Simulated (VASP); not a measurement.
A run of VASP 6.6.1 is set up as follows.

INCAR

```
SYSTEM = Rb
PREC = Accurate
ENCUT = 520
EDIFF = 1E-7
ISMEAR = -1
SIGMA = 0.08
LREAL = .FALSE.
LASPH = .TRUE.
NELM = 80
ALGO = Normal
ISIF = 2
LWAVE = .FALSE.
LCHARG = .FALSE.
GGA = PE
NBANDS = 10
```

File KPOINTS:

```
Automatic mesh
0
G
  9 9 9
  0 0 0
```

POSCAR

```
Rb
1.0
    3.6658573237      0.0000000000      0.0000000000
    0.0000000000      3.6658573237      0.0000000000
    0.0000000000      0.0000000000      3.6658573237
Rb
1
Direct
    0.0000000000      0.0000000000      0.0000000000
```

Potentials or basis: VASP PAW PBE potentials, release 64 (Rb_sv).

Launch:

```console
$ cat potpaw_PBE.64/Rb_sv/POTCAR > POTCAR
$ mpirun -np 1 vasp_std > vasp.out
```

**Question.** What does it give for the pressure?

**Answer.** 4.9 GPa.
